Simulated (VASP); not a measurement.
Wanted: the native input for a VASP 6.6.1 run.

| Item | Value |
| --- | --- |
| Task | single point |
| Functional | PBE |
| Potentials or basis | VASP PAW PBE potentials, release 64 (Au) |
| Cutoff | 520 eV |
| k mesh | 18 × 18 × 18 |
| Occupations | gaussian, width 0.1 eV |
| Spin | no spin polarisation |
| Dipole correction | no |
| Further INCAR settings | ALGO = Fast; EDIFF = 1e-06; NBANDS = 12 |

The structure of Au lies in POSCAR:

```
Au
1.0
   -1.5839572129      1.5839572129      1.5839572129
    1.5839572129     -1.5839572129      1.5839572129
    1.5839572129      1.5839572129     -1.5839572129
Au
1
Direct
    0.0000000000      0.0000000000      0.0000000000
```

The input as run:

INCAR

```
SYSTEM = Au
PREC = Accurate ; ENCUT = 520
EDIFF = 1E-6 ; ISMEAR = 0
SIGMA = 0.1 ; LREAL = .False.
LASPH = .True. ; NELM = 100
ALGO = Fast ; ISIF = 2
LWAVE = .False. ; LCHARG = .False.
GGA = PE ; NBANDS = 12
```

KPOINTS

```
regular mesh
0
Gamma
  18 18 18
  0 0 0
```

Potentials or basis: VASP PAW PBE potentials, release 64 (Au).

Command:

```bash
$ cat potpaw_PBE.64/Au/POTCAR > POTCAR
$ mpirun -np 1 vasp_std > vasp.out
```

Results of the run:

```json
{
 "Pressure": "24.6 GPa"
}
```

Wall time 15 s on 1 thread of Intel(R) Xeon(R) Platinum 8559C (Emerald Rapids), on a shared host, peak memory 0.14 GiB.
